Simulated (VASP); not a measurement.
The system is W.

```
CELL_PARAMETERS angstrom
-1.58000 1.58000 1.58000
1.58000 -1.58000 1.58000
1.58000 1.58000 -1.58000
ATOMIC_POSITIONS crystal
W 0.00000 0.00000 0.00000
```

```yaml
Program: VASP 6.6.1
Task: relaxation of cell and atoms
Functional: LDA
Potentials_or_basis: VASP PAW LDA potentials, release 64 (W_sv)
Cutoff: 500 eV
k_mesh: 10 × 10 × 10
Occupations: fermi-dirac, width 0.05 eV
Spin: no spin polarisation
```

At the start: pressure -5.3 GPa; volume 15.78 Å³/atom.

Q: How do energy, volume and symmetry change on relaxing?

A: Over 3 steps the energy falls by 4.2 meV/atom and the volume is 15.53 Å³/atom (-1.6 %); space group Im-3m (No. 229, to 0.1 Å) before and after.

Step by step:
```tsv
step	energy change (eV)	largest force (eV/Å)	pressure (GPa)	volume (Å³)
1	0.0000	0.0000	-5.30	15.78
2	0.0587	0.0000	23.38	14.62
3	-0.0042	0.0000	-0.16	15.53
```

Final structure:
```
CELL_PARAMETERS angstrom
-1.57179 1.57179 1.57179
1.57179 -1.57179 1.57179
1.57179 1.57179 -1.57179
ATOMIC_POSITIONS crystal
W 0.00000 0.00000 0.00000
```
